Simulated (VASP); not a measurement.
A run of VASP 6.6.1 is set up as follows.

INCAR

```
SYSTEM = Pt
PREC = Accurate
ENCUT = 520
EDIFF = 1E-7
ISMEAR = 0
SIGMA = 0.15
LREAL = .False.
LASPH = .True.
NELM = 100
ALGO = Fast
ISIF = 2
LWAVE = .False.
LCHARG = .False.
GGA = PE
NBANDS = 11
```

Contents of KPOINTS:

```
regular mesh
0
Gamma
  26 26 26
  0 0 0
```

File POSCAR:

```
Pt
1.0
    0.0000000000      1.8858023017      1.9354286780
    1.8858023017      0.0000000000      1.9354286780
    1.8858023017      1.8858023017      0.0000000000
Pt
1
Direct
    0.0000000000      0.0000000000      0.0000000000
```

Potentials or basis: VASP PAW PBE potentials, release 64 (Pt).

The run is started by

```bash
$ cat potpaw_PBE.64/Pt/POTCAR > POTCAR
$ mpirun -np 1 vasp_std > vasp.out
```

**Question.** What does it give for the band gap on the k mesh?

**Answer.** Zero (band 5 reaches 13.88 eV, above the bottom of band 6 at 11.11 eV).

**Question.** Estimate the pressure.

**Answer.** 44.4 GPa.

Stress tensor (GPa, compression positive):
```
45.81  0.00  0.00
 0.00 45.81  0.00
 0.00  0.00 41.56
```

Caveat: the cell differs from its parent crystal (strain -0.050 along x and y, -0.025 along z); spin-orbit coupling is left out, which moves the levels of the heavy elements.
